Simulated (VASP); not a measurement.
Cd2SO:

```xyz
4
Lattice="3.6508 0.0000 0.0000 0.0000 3.6508 0.0000 0.0000 0.0000 5.0329" Properties=species:S:1:pos:R:3 pbc="T T T"
O     0.0000    0.0000    0.0000
Cd    0.0000    0.0000    2.5164
Cd    1.8254    1.8254    0.0000
S     1.8254    1.8254    2.5164
```

Base run:

| Quantity | Value |
| --- | --- |
| Program | VASP 6.6.1 |
| Functional | PBE |
| Potentials or basis | VASP PAW PBE potentials, release 64 (O, Cd, S) |
| Cutoff | 600 eV |
| k mesh | 6 × 6 × 6 |
| Occupations | fermi-dirac, width 0.02 eV |
| Spin | no spin polarisation |

Its results: band gap on the k mesh 0.07 eV (least direct gap 1.01 eV); pressure 3.6 GPa.

Problem. The run is repeated on the same cell with these changes: functional from PBE to LDA; potentials or basis from VASP PAW PBE potentials, release 64 (O, Cd, S) to VASP PAW LDA potentials, release 64 (O, Cd, S). What comes out?

Solution. Band gap on the k mesh zero (bands 18 and 19 overlap by 0.14 eV); pressure -4.8 GPa.

Caveats: semilocal functionals underestimate gaps, and a narrow one can read as zero; the cell stands under pressure (at least some runs); the cell stands under tension (at least some runs).

A k mesh can miss the band edges.
